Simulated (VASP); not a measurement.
# ZrC (CsCl type) (Pm-3m) in VASP: notebook

ZrC (CsCl type) is run at these levels: PBE; tasks: density of states.

All numbers are computed with VASP 6.6.1; they aren't measurements. Logs are shortened: lines on timing, memory, paths and dates and some standing lists are left out, and cuts for length are marked.

### Step 1. The cell of the first run

Symmetry: Pm-3m, No. 221, cubic system. The conventional cell has a = 2.713 Å, b = 2.713 Å, c = 2.713 Å, α = 90.00°, β = 90.00°, γ = 90.00°. Within 3.1 Å of Zr (site symmetry m-3m) lie 8 C at 2.35 Å and 6 Zr at 2.71 Å. C (site symmetry m-3m) has 8 Zr at 2.35 Å and 6 C at 2.71 Å within 3.1 Å.

### Step 2. Density of states, PBE (volume scaled by 0.8)

Input file POSCAR:

```
ZrC
1.0
    2.7129479380      0.0000000000      0.0000000000
    0.0000000000      2.7129479380      0.0000000000
    0.0000000000      0.0000000000      2.7129479380
Zr C
1 1
Direct
    0.0000000000      0.0000000000      0.0000000000
    0.5000000000      0.5000000000      0.5000000000
```

Input file INCAR.step1:

```
PREC = Accurate
ENCUT = 520
EDIFF = 1E-7
ISMEAR = -1
SIGMA = 0.1
LREAL = F
LASPH = T
NELM = 100
ALGO = Normal
ISIF = 2
LWAVE = F
LCHARG = T
LMAXMIX = 4
GGA = PE
NBANDS = 15
```

Input file KPOINTS.step1:

```
regular mesh
0
Gamma
  14 14 14
```

Input file INCAR.step2:

```
PREC = Accurate
ENCUT = 520
EDIFF = 1E-7
ISMEAR = -5
SIGMA = 0.1
LREAL = F
LASPH = T
NELM = 100
ALGO = Normal
ISIF = 2
LWAVE = F
LCHARG = F
LMAXMIX = 4
GGA = PE
LORBIT = 11
NEDOS = 2001
ICHARG = 11
```

Input file KPOINTS.step2:

```
regular mesh
0
Gamma
  21 21 21
```

Potentials or basis: VASP PAW PBE potentials, release 64 (Zr_sv, C).

Run with:

```console
$ cat potpaw_PBE.64/Zr_sv/POTCAR potpaw_PBE.64/C/POTCAR > POTCAR
$ cp INCAR.step1 INCAR
$ cp KPOINTS.step1 KPOINTS
$ mpirun -np 1 vasp_std > vasp.out
$ cp INCAR.step2 INCAR
$ cp KPOINTS.step2 KPOINTS
$ mpirun -np 1 vasp_std > vasp.out
```

OUTCAR:

```text
PREC = Accurate
   ENCUT = 520
   EDIFF = 1E-7
   ISMEAR = -5
   LREAL = F
   LASPH = T
   NELM = 100
   ISIF = 2
   GGA = PE
   LORBIT = 11
   ICHARG = 11

 ion  position               nearest neighbor table
   1  0.000  0.000  0.000-   2 2.35   2 2.35   2 2.35   2 2.35   2 2.35   2 2.35   2 2.35   2 2.35

   2  0.500  0.500  0.500-   1 2.35   1 2.35   1 2.35   1 2.35   1 2.35   1 2.35   1 2.35   1 2.35

  LATTYP: Found a simple cubic cell.
 ALAT       =     2.7129479380

  Lattice vectors:

 A1 = (   2.7129479380,   0.0000000000,   0.0000000000)
 A2 = (   0.0000000000,   2.7129479380,   0.0000000000)
 A3 = (   0.0000000000,   0.0000000000,   2.7129479380)

Analysis of symmetry for initial positions (statically):
=====================================================================
 Subroutine PRICEL returns:
 Original cell was already a primitive cell.

 Routine SETGRP: Setting up the symmetry group for a
 simple cubic supercell.

 Subroutine GETGRP returns: Found 48 space group operations
 (whereof 48 operations were pure point group operations)
 out of a pool of 48 trial point group operations.

The static configuration has the point symmetry O_h .

Analysis of symmetry for dynamics (positions and initial velocities):
=====================================================================
 Subroutine PRICEL returns:
 Original cell was already a primitive cell.

 Routine SETGRP: Setting up the symmetry group for a
 simple cubic supercell.

 Subroutine GETGRP returns: Found 48 space group operations
 (whereof 48 operations were pure point group operations)
 out of a pool of 48 trial point group operations.

The dynamic configuration has the point symmetry O_h .

 Subroutine INISYM returns: Found 48 space group operations
 (whereof 48 operations are pure point group operations),
 and found     1 'primitive' translations

----------------------------------------------------------------------------------------

                                     Primitive cell

  volume of cell :      19.9675

  direct lattice vectors                    reciprocal lattice vectors
     2.712947938  0.000000000  0.000000000     0.368602724  0.000000000  0.000000000
     0.000000000  2.712947938  0.000000000     0.000000000  0.368602724  0.000000000
     0.000000000  0.000000000  2.712947938     0.000000000  0.000000000  0.368602724

  length of vectors
     2.712947938  2.712947938  2.712947938     0.368602724  0.368602724  0.368602724

  position of ions in fractional coordinates (direct lattice)
     0.000000000  0.000000000  0.000000000
     0.500000000  0.500000000  0.500000000

  ion indices of the primitive-cell ions
   primitive index   ion index
                 1           1
                 2           2

----------------------------------------------------------------------------------------

 KPOINTS: regular mesh

Automatic generation of k-mesh.
 Grid dimensions read from file:
 generate k-points for:   21   21   21

 Generating k-lattice:

  Cartesian coordinates                     Fractional coordinates (reciprocal lattice)
     0.017552511  0.000000000  0.000000000     0.047619048  0.000000000  0.000000000
     0.000000000  0.017552511  0.000000000     0.000000000  0.047619048  0.000000000
     0.000000000  0.000000000  0.017552511     0.000000000  0.000000000  0.047619048

  Length of vectors
     0.017552511  0.017552511  0.017552511

  Shift w.r.t. Gamma in fractional coordinates (k-lattice)
     0.000000000  0.000000000  0.000000000

 TETIRR: Found   4601 inequivalent tetrahedra from    55566

 Subroutine IBZKPT returns following result:
 ===========================================

 Found    286 irreducible k-points:

 Following reciprocal coordinates:
            Coordinates               Weight
  0.000000  0.000000  0.000000      1.000000
  0.047619  0.000000  0.000000      6.000000
  0.095238  0.000000  0.000000      6.000000
  0.142857  0.000000  0.000000      6.000000
  0.190476  0.000000  0.000000      6.000000
  0.238095  0.000000  0.000000      6.000000
[... 16 lines left out ...]
  0.142857  0.095238  0.000000     24.000000
  0.190476  0.095238  0.000000     24.000000
 [... further k-points ...]
   k-points           NKPTS =    286   k-points in BZ     NKDIM =    286   number of bands    NBANDS=     12
   number of dos      NEDOS =   2001   number of ions     NIONS =      2
   total plane-waves  NPLWV =   8000
   dimension x,y,z NGX =    20 NGY =   20 NGZ =   20
   dimension x,y,z NGXF=    40 NGYF=   40 NGZF=   40
   ions per type =               1   1
   NGX,Y,Z   is equivalent  to a cutoff of  12.26, 12.26, 12.26 a.u.
   NGXF,Y,Z  is equivalent  to a cutoff of  24.51, 24.51, 24.51 a.u.
 SYSTEM =  unknown system
   PREC   = accura    normal or accurate (medium, high low for compatibility)
   ISTART =      0    job   : 0-new  1-cont  2-samecut
   ICHARG =     11    charge: 1-file 2-atom 10-const
   ISPIN  =      1    spin polarized calculation?
   LNONCOLLINEAR =      F non collinear calculations
   LSORBIT =      F    spin-orbit coupling
   LASPH  =      T    aspherical Exc in radial PAW
   ENCUT  =  520.0 eV  38.22 Ry    6.18 a.u.   5.04  5.04  5.04*2*pi/ulx,y,z
   NELM   =    100;   NELMIN=  2; NELMDL=  0     # of ELM steps
   EDIFF  = 0.1E-06   stopping-criterion for ELM
   LREAL  =      F    real-space projection
   EDIFFG = 0.1E-05   stopping-criterion for IOM
   NSW    =      0    number of steps for IOM
   IBRION =     -1    ionic relax: 0-MD 1-quasi-New 2-CG
   NFREE  =      0    steps in history (QN), initial steepest desc. (CG)
   ISIF   =      2    stress and relaxation
   ISYM   =      2    0-nonsym 1-usesym 2-fastsym
   POTIM  = 0.5000    time-step for ionic-motion
   TEBEG  =    0.0;   TEEND  =   0.0 temperature during run
   PSTRESS=    0.0 pullay stress
   NELECT =      16.0000    total number of electrons
   NUPDOWN=      -1.0000    fix difference up-down
   EMIN   =  10.00;   EMAX   =-10.00  energy-range for DOS
   EFERMI =   0.00;   METHOD = LEGACY
   ISMEAR =    -5;   SIGMA  =   0.10  broadening in eV -4-tet -1-fermi 0-gaus
   EFERMI_NEDOS =   21; number of points for ismear=-14 and -15
   IALGO  =     38    algorithm
   IMIX   =      4    mixing-type and parameters
     AMIX     =   0.40;   BMIX     =  1.00
     AMIX_MAG =   1.60;   BMIX_MAG =  1.00
  volume/ion in A,a.u.               =       9.98        67.37
  Fermi-wavevector in a.u.,A,eV,Ry     =   1.520571  2.873463 31.458522  2.312136
  Thomas-Fermi vector in A             =   2.629404
   LORBIT       =     11    0 simple, 1 ext, 2 COOP (PROOUT), +10 PAW based schemes
   GGA     = PE    functional components
   LHFCALC =     F    Hartree Fock is set to
   AEXX    =    0.0000 exact exchange contribution
   IVDW    =     0    specifies the selected vdW correction
   LEPSILON=     F    determine dielectric tensor
   LRPA    =     F    only Hartree local field effects (RPA)
 non-spin polarized calculation
 Fermi weights with tetrahedron method with Bloechl corrections
  energy-cutoff  :      520.00
  volume of cell :       19.97
 maximum number of plane-waves:       552

 number of electron      16.0000000 magnetization

 Free energy of the ion-electron system (eV)
  ---------------------------------------------------
  ext. energy  EPLUGINS =         0.00000000
  ---------------------------------------------------
  free energy    TOTEN  =       -16.13370884 eV

  energy without entropy =      -16.13370884  energy(sigma->0) =      -16.13370884

 E-fermi :  13.4252     XC(G=0): -13.5950

 val. band max:       13.4633826960   @ k =   0.1905   0.0476   0.0476
 cond. band min:      13.4036631270   @ k =   0.4286   0.1429   0.1429
 fundamental gap:     -0.0597195690
 Fermi energy:        13.4252279607

 k-point     1 :       0.0000    0.0000    0.0000
  band No.  band energies     occupation
      1     -34.8948      2.00000
      2     -11.9077      2.00000
      3     -11.9077      2.00000
      4     -11.9077      2.00000
      5       0.6868      2.00000
      6      10.7068      2.00000
      7      10.7068      2.00000
      8      14.9425      0.00000
      9      14.9425      0.00000
     10      14.9425      0.00000
     11      20.0771      0.00000
     12      20.0771      0.00000

 k-point     2 :       0.0476    0.0000    0.0000
  band No.  band energies     occupation
      1     -34.8877      2.00000
      2     -11.9721      2.00000
      3     -11.9019      2.00000
      4     -11.9019      2.00000
      5       0.7523      2.00000
      6      10.7324      2.00000
      7      10.7391      2.00000
      8      14.8471      0.00000
      9      14.8471      0.00000
     10      14.9063      0.00000
     11      20.0910      0.00000
     12      20.1524      0.00000

 k-point     3 :       0.0952    0.0000    0.0000
  band No.  band energies     occupation
      1     -34.8671      2.00000
      2     -12.1561      2.00000
      3     -11.8850      2.00000
      4     -11.8850      2.00000
      5       0.9422      2.00000
      6      10.7947      2.00000
      7      10.8081      2.00000
      8      14.5833      0.00000
      9      14.5833      0.00000
     10      14.8557      0.00000
     11      20.1317      0.00000
     12      20.3615      0.00000
[... 286 lines left out ...]
 k-point    23 :       0.1429    0.0952    0.0000
  band No.  band energies     occupation
      1     -34.8072      2.00000
      2     -12.4117      2.00000
      3     -12.0946      2.00000
      4     -11.8363      2.00000
      5       1.4617      2.00000
      6      10.8335      2.00000
      7      11.0422      2.00000
      8      13.5442      0.47594
      9      14.0614      0.00000
     10      15.4194      0.00000
     11      19.5107      0.00000
     12      20.5963      0.00000

 k-point    24 :       0.1905    0.0952    0.0000
  band No.  band energies     occupation
      1     -34.7655      2.00000
      2     -12.7448      2.00000
      3     -12.0585      2.00000
      4     -11.8026      2.00000
      5       1.8183      2.00000
      6      10.5721      2.00000
      7      11.1757      2.00000
      8      13.3301      1.75846
      9      13.7138     -0.11318
     10      15.7239      0.00000
     11      19.4691      0.00000
     12      20.8206      0.00000

 [... further k-points ...]
[... 5 lines left out ...]
  --------------------------------------------------------------------------------------
  -------------------------------------------------------------------------------------
  Total        8.2594083      8.2594083      8.2594083     -0.0000000      0.0000000     -0.0000000
  in kB      662.7277222    662.7277222    662.7277222     -0.0000000      0.0000000     -0.0000000
  external PRESSURE =     662.7277222 kB  Pullay stress =       0.0000000 kB

 VOLUME and BASIS-vectors are now :
 -----------------------------------------------------------------------------
  energy-cutoff  :      520.00
  volume of cell :       19.97
      direct lattice vectors                 reciprocal lattice vectors
     2.712947938  0.000000000  0.000000000     0.368602724  0.000000000  0.000000000
     0.000000000  2.712947938  0.000000000     0.000000000  0.368602724  0.000000000
     0.000000000  0.000000000  2.712947938     0.000000000  0.000000000  0.368602724

 POSITION                                       TOTAL-FORCE (eV/Angst)
 -----------------------------------------------------------------------------------
      0.00000      0.00000      0.00000         0.000000      0.000000      0.000000
      1.35647      1.35647      1.35647         0.000000      0.000000      0.000000
 -----------------------------------------------------------------------------------
    total drift:                               -0.000000      0.000000      0.000000

  FREE ENERGIE OF THE ION-ELECTRON SYSTEM (eV)
  ---------------------------------------------------
  free  energy   TOTEN  =       -16.1337088442 eV

  energy  without entropy=      -16.1337088442  energy(sigma->0) =      -16.13370884

 total charge

# of ion       s       p       d       tot
------------------------------------------
    1        2.225   6.042   2.061  10.328
    2        0.904   1.543   0.000   2.446
--------------------------------------------------
tot          3.129   7.585   2.061  12.774
```

It took 37 s on 1 thread of AMD EPYC 9R45 (Zen 5), shared host; peak memory 0.16 GiB.

What came out:

```
Valence electrons inside the program's atomic spheres : Zr 10.33; C 2.45
```

Caveat: tetrahedron occupations give inexact forces and stress in metals.

(Part 1 of 2 ends here.)
